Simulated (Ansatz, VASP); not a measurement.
**Mg3GePd in VASP and in Ansatz**

```
CELL_PARAMETERS angstrom
4.93347 0.00000 0.00000
0.00000 4.93347 0.00000
0.00000 0.00000 4.93347
ATOMIC_POSITIONS crystal
Mg 0.00000 0.50000 0.50000
Mg 0.50000 0.00000 0.50000
Mg 0.50000 0.50000 0.00000
Ge 0.00000 0.00000 0.00000
Pd 0.50000 0.50000 0.50000
```

Alike in both runs: functional PBE; k mesh 8 × 8 × 8; occupations gaussian, width 0.1 eV; no spin polarisation.

Ansatz relaxed the structure, and its values are those at the end. VASP's run is a single point on that final structure, the one shown.

```csv
,VASP,Ansatz
version,VASP 6.6.1,Ansatz 0.2.0
potentials or method,"VASP PAW PBE potentials, release 64 (Mg, Ge_d, Pd), cutoff 520 eV","scalar-relativistic, plane waves, PAW"
valence electrons in the cell,30,62
```

|  | VASP | Ansatz | Ansatz less VASP |
| --- | --- | --- | --- |
| gap on the k mesh at the Fermi level (eV) | none | none | - |
| pressure (GPa) | 0.0 | 0.0 | +0.09 |

A gap of «none» marks a metal or a gap that the smearing closes. With one functional, cell and mesh, what is left measures potentials, basis and numerics. VASP's potentials hold 30 valence electrons a cell and Ansatz's 62, so a difference there can come from the potentials and not from the codes.
